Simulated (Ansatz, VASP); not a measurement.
Nb in VASP and in Ansatz

```
CELL_PARAMETERS angstrom
2.86854 0.00000 0.00000
-1.43427 2.48422 0.00000
0.00000 0.00000 5.23911
ATOMIC_POSITIONS crystal
Nb 0.33333 0.66667 0.25000
Nb 0.66667 0.33333 0.75000
```

Alike in both runs: functional PBE; k mesh 24 × 24 × 10; occupations gaussian, width 0.1 eV; no spin polarisation.

Ansatz relaxed the structure, and its values are those at the end. VASP's run is a single point on that final structure, the one shown.

|  | VASP | Ansatz |
| --- | --- | --- |
| version | VASP 6.6.1 | Ansatz 0.2.0 |
| potentials or method | VASP PAW PBE potentials, release 64 (Nb_sv), cutoff 520 eV | scalar-relativistic, plane waves, PAW |
| valence electrons in the cell | 26 | 26 |

|  | VASP | Ansatz | Ansatz less VASP |
| --- | --- | --- | --- |
| gap on the k mesh at the Fermi level (eV) | none | none | - |
| pressure (GPa) | -0.3 | 0.0 | +0.30 |

A gap of «none» marks a metal or a gap that the smearing closes. With one functional, cell and mesh, what is left measures potentials, basis and numerics.
